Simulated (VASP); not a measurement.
Wanted: the native input for a VASP 6.6.1 run.

```yaml
Task: single point
Functional: PBEsol
Potentials_or_basis: VASP PAW PBE potentials, release 64 (Y_sv)
Cutoff: 520 eV
k_mesh: 10 × 10 × 10
Occupations: fermi-dirac, width 0.08 eV
Spin: no spin polarisation
Dipole_correction: no
Further_INCAR_settings: ALGO = Normal; EDIFF = 1e-07; NBANDS = 18
```

The structure of Y lies in POSCAR:

```
Y
1.0
    0.0000000000      3.2705249396      3.2705249396
    3.2705249396      0.0000000000      3.2705249396
    3.2705249396      3.2705249396      0.0000000000
Y
2
Direct
   -0.1250000000     -0.1250000000     -0.1250000000
    0.1250000000      0.1250000000      0.1250000000
```

This isn't the form of Y at room conditions, which is hcp.

The input as run:

INCAR

```
ALGO     = Normal         # electronic algorithm
EDIFF    = 1E-7           # SCF threshold, eV
ENCUT    = 520            # plane-wave cutoff, eV
GGA      = PS             # functional
ISIF     = 2              # what is computed and relaxed
ISMEAR   = -1             # smearing method
LASPH    = T              # aspherical terms in the spheres
LCHARG   = F              # write CHGCAR
LREAL    = F              # projectors in reciprocal space
LWAVE    = F              # write WAVECAR
NBANDS   = 18             # bands
NELM     = 80             # most SCF steps
PREC     = Accurate       # precision mode
SIGMA    = 0.08           # smearing width, eV
```

KPOINTS

```
k-points
0
Gamma
  10 10 10
```

Potentials or basis: VASP PAW PBE potentials, release 64 (Y_sv).

Run with:

```sh
$ cat potpaw_PBE.64/Y_sv/POTCAR > POTCAR
$ mpirun -np 1 vasp_std > vasp.out
```

Results of the run:

```yaml
Pressure: 1.6 GPa
Band_gap_on_the_k_mesh: zero (bands 11 and 12 overlap by 0.94 eV)
```

Caveat: the PAW data sets were made with another functional, which shifts forces and pressure a little.

Wall time 49 s on 1 thread of Intel(R) Xeon(R) Platinum 8259CL CPU @ 2.50GHz (Skylake/Cascade Lake) (shared host), peak memory 0.24 GiB.
